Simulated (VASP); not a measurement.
Here is a VASP 6.6.1 calculation.

INCAR

```
PREC = Accurate
ENCUT = 600
EDIFF = 1E-6
ISMEAR = 0
SIGMA = 0.1
LREAL = False
LASPH = True
NELM = 120
ALGO = Normal
ISIF = 2
LWAVE = False
LCHARG = True
GGA = PE
LELF = True
LVHAR = True
NBANDS = 15
GGA_COMPAT = False
```

File KPOINTS:

```
regular mesh
0
Gamma
  6 6 4
```

Contents of POSCAR:

```
SrO
1.0
    3.5325566186     -0.0000000030      0.0000000000
   -1.7662783066      3.0592837735      0.0000000000
    0.0000000000      0.0000000000      3.2075938623
Sr O
1 1
Direct
    0.0000000000      0.0000000000      0.8219220274
    0.3333333333      0.6666666667      0.3218575626
```

Potentials or basis: VASP PAW PBE potentials, release 64 (Sr_sv, O).

The run is started by

```bash
$ cat potpaw_PBE.64/Sr_sv/POTCAR potpaw_PBE.64/O/POTCAR > POTCAR
$ mpirun -np 1 vasp_std > vasp.out
```

Predict the pressure.

0.5 GPa.

Predict the band gap on the k mesh.

2.79 eV.

Caveat: the k points lie up to 0.49 Å⁻¹ apart.
